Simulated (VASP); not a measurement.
**Mg: single point with PBEsol**

The system is Mg.

```xyz
1
Lattice="-1.8220 1.8220 1.5622 1.8220 -1.8220 1.5622 1.8220 1.8220 -1.5622" Properties=species:S:1:pos:R:3 pbc="T T T"
Mg    0.0000    0.0000    0.0000
```

```yaml
Program: VASP 6.6.1
Task: single point
Functional: PBEsol
Potentials_or_basis: VASP PAW PBE potentials, release 64 (Mg)
Cutoff: 520 eV
k_mesh: 18 × 18 × 18
Occupations: gaussian, width 0.15 eV
Spin: no spin polarisation
```

```
Pressure               : 3.8 GPa
Band gap on the k mesh : zero (bands 1 and 2 overlap by 4.74 eV)
```

Stress tensor (GPa, compression positive):
```
2.99 0.00 0.00
0.00 2.99 0.00
0.00 0.00 5.55
```

Levels at points of the mesh, in eV from the Fermi level:
| k point | band 1 | band 2 | band 3 | band 4 |
| --- | --- | --- | --- | --- |
| (0.00, 0.00, 0.00) | -7.40 | 11.65 | 14.06 | 14.37 |
| (0.50, 0.00, 0.00) | -1.33 | -0.44 | 8.17 | 9.38 |
| (0.50, 0.50, 0.00) | -2.10 | -1.63 | 11.21 | 12.32 |
| (0.50, 0.50, 0.50) | 2.95 | 2.95 | 3.27 | 4.12 |

It took 22 s on 1 thread of AMD EPYC 9R45 96-Core Processor (Zen 5), on a shared host, peak memory 0.16 GiB.

Caveat: the cell stands under pressure; the PAW data sets were made with another functional, which shifts forces and pressure a little.
